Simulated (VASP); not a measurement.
Here is a VASP 6.6.1 calculation.

The input INCAR:

```
SYSTEM = V3Si
ALGO = Normal ; EDIFF = 1E-6
ENCUT = 500 ; GGA = PE
GGA_COMPAT = .False. ; ISIF = 2
ISMEAR = -1 ; ISPIN = 2
LASPH = .True. ; LCHARG = .False.
LMAXMIX = 4 ; LORBIT = 11
LREAL = .False. ; LWAVE = .False.
MAGMOM = 0 0 2 2 2 2 2 2 ; NBANDS = 57
NELM = 200 ; PREC = Accurate
SIGMA = 0.1
```

The input KPOINTS:

```
k-points
0
Gamma
  5 5 5
  0 0 0
```

Contents of POSCAR:

```
V3Si
1.0
    4.7060000000      0.0000000000      0.0000000000
    0.0000000000      4.7060000000      0.0000000000
    0.0000000000      0.0000000000      4.7060000000
Si V
2 6
Direct
    0.0000000000      0.0000000000      0.0000000000
    0.5000000000      0.5000000000      0.5000000000
    0.2500000000      0.0000000000      0.5000000000
    0.5000000000      0.7500000000      0.0000000000
    0.7500000000      0.0000000000      0.5000000000
    0.5000000000      0.2500000000      0.0000000000
    0.0000000000      0.5000000000      0.7500000000
    0.0000000000      0.5000000000      0.2500000000
```

Potentials or basis: VASP PAW PBE potentials, release 64 (Si, V_sv).

Command:

```sh
$ cat potpaw_PBE.64/Si/POTCAR potpaw_PBE.64/V_sv/POTCAR > POTCAR
$ mpirun -np 1 vasp_std > vasp.out
```

(1) Predict the net moment.

(2) Estimate the band gap on the k mesh.

(3) What does it give for the pressure?

## Answers

(1) 0.01 μB per cell.

(2) zero (filled and empty bands overlap).

(3) -0.2 GPa.
